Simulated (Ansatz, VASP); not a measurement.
Two plane-wave programs on BN

```
B N
1.0
     1.20270    0.69438    3.29556
    -1.20270    0.69438    3.29556
     0.00000   -1.38876    3.29556
B N
1 1
Direct
  0.00716 0.00716 0.00716
  0.32698 0.32698 0.32698
```

Change from the starting cell: mode 4 frozen in at +0.074 Å, equal normal strain along x and y -0.0400.

Alike in both runs: task single point; functional PBE; dispersion D3(BJ); k mesh 12 × 12 × 12; occupations gaussian, width 0.05 eV; no spin polarisation.

|  | VASP | Ansatz |
| --- | --- | --- |
| version | VASP 6.6.1 | Ansatz 0.2.0 |
| potentials or method | VASP PAW PBE potentials, release 64 (B, N), cutoff 600 eV | scalar-relativistic, plane waves, PAW |
| valence electrons in the cell | 8 | 8 |

|  | VASP | Ansatz | Ansatz less VASP |
| --- | --- | --- | --- |
| gap on the k mesh at the Fermi level (eV) | 4.57 | 4.58 | +0.006 |
| least direct gap on the mesh (eV) | 5.01 | 5.01 | -0.001 |
| pressure (GPa) | 33.6 | 33.5 | -0.12 |
| traceless stress, the component that is largest in VASP (GPa) | -37.13 | -36.73 | +0.402 |
| rms of the force components (eV/Å) | 0.872 | 0.870 | -0.0024 |

Atom by atom the forces differ by 0.002 eV/Å (rms over components). Both programs put the cell under a high pressure, so it lies far from rest at this level.
